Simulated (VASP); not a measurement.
Crystal: Fe.

```xyz
1
Lattice="0.0000 1.8058 1.8058 1.8058 0.0000 1.8058 1.8058 1.8058 0.0000" Properties=species:S:1:pos:R:3 pbc="T T T"
Fe    0.0000    0.0000    0.0000
```

| Property | Result |
| --- | --- |
| Program | VASP 6.6.1 |
| Task | relaxation of cell and atoms |
| Functional | LDA |
| Potentials or basis | VASP PAW LDA potentials, release 64 (Fe) |
| Cutoff | 600 eV |
| k mesh | 15 × 15 × 15 |
| Occupations | fermi-dirac, width 0.1 eV |
| Spin | no spin polarisation |

At the start: pressure -43.2 GPa; volume 11.78 Å³/atom.

Question: Where does the relaxation end?

Answer: Over 5 steps the energy falls by 356.6 meV/atom and the volume is 9.60 Å³/atom (-18.5 %); space group Fm-3m (No. 225, to 0.05 Å).

Step by step:
| step | energy change (eV) | largest force (eV/Å) | pressure (GPa) | volume (Å³) |
| --- | --- | --- | --- | --- |
| 1 | 0.0000 | 0.0000 | -43.22 | 11.78 |
| 2 | 0.7952 | 0.0000 | 196.99 | 7.15 |
| 3 | -0.3537 | 0.0000 | -5.59 | 9.77 |
| 4 | -0.3563 | 0.0000 | -2.02 | 9.66 |
| 5 | -0.3566 | 0.0000 | -0.01 | 9.60 |

Final structure:
```
Fe
1.0
     0.00000    1.68691    1.68691
     1.68691    0.00000    1.68691
     1.68691    1.68691    0.00000
Fe
1
Direct
  0.00000 0.00000 0.00000
```

Caveat: the volume moved by over 15 % at a fixed basis, so the end points are rough; the run has no spin polarisation, though such a crystal can be magnetic.
